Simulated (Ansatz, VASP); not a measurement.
**Two plane-wave programs on SiP7**

```xyz
8
Lattice="4.9488 0.0000 0.0000 0.0000 4.9488 0.0000 0.0000 0.0000 4.9488" Properties=species:S:1:pos:R:3 pbc="T T T"
Si    0.0000    0.0000    0.0000
P     2.4744    0.0000    0.0000
P     0.0000    2.4744    0.0000
P     0.0000    0.0000    2.4744
P     0.0000    2.4744    2.4744
P     2.4744    0.0000    2.4744
P     2.4744    2.4744    0.0000
P     2.4744    2.4744    2.4744
```

Alike in both runs: functional PBE; k mesh 3 × 3 × 3; occupations gaussian, width 0.2 eV; no spin polarisation.

Ansatz relaxed the structure, and its values are those at the end. VASP's run is a single point on that final structure, the one shown.

|  | VASP | Ansatz |
| --- | --- | --- |
| version | VASP 6.6.1 | Ansatz 0.2.0 |
| potentials or method | VASP PAW PBE potentials, release 64 (Si, P), cutoff 500 eV | scalar-relativistic, plane waves, PAW |
| valence electrons in the cell | 39 | 39 |

VASP gave:

```
gap on the k mesh at the Fermi level (eV) : none
pressure (GPa)                            : -0.5
```

Problem. What did Ansatz give for the same quantities?

Solution. gap on the k mesh at the Fermi level (eV): none; pressure (GPa): -0.3.

A gap of «none» marks a metal or a gap that the smearing closes.

The k mesh is coarse, so the values compare programs but aren't converged.
